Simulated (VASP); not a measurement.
A run of VASP 6.6.1 is set up as follows.

File INCAR:

```
ALGO = Normal ; EDIFF = 1E-6
ENCUT = 520 ; GGA = PE
ISIF = 2 ; ISMEAR = 0
LASPH = True ; LCHARG = False
LREAL = False ; LWAVE = False
NBANDS = 16 ; NELM = 60
PREC = Accurate ; SIGMA = 0.05
```

KPOINTS

```
k-points
0
Gamma
  9 9 6
```

POSCAR

```
MgO
1.0
    3.6270000000      0.0000000000      0.0000000000
   -1.8135000000      3.1410741395      0.0000000000
    0.0000000000      0.0000000000      4.2818000000
Mg O
2 2
Direct
    0.6666666667      0.3333333333      0.7500000000
    0.3333333333      0.6666666667      0.2500000000
    0.6666666667      0.3333333333      0.2500000000
    0.3333333333      0.6666666667      0.7500000000
```

Potentials or basis: VASP PAW PBE potentials, release 64 (Mg, O).

Command:

```bash
$ cat potpaw_PBE.64/Mg/POTCAR potpaw_PBE.64/O/POTCAR > POTCAR
$ mpirun -np 1 vasp_std > vasp.out
```

Problem. What does it give for the band gap on the k mesh?

Solution. 2.95 eV.

Problem. What does it give for the pressure?

Solution. -7.9 GPa.

Stress tensor (GPa, compression positive):
```
-8.37  0.00  0.00
 0.00 -8.37  0.00
 0.00  0.00 -6.89
```

Caveat: the cell stands under tension.
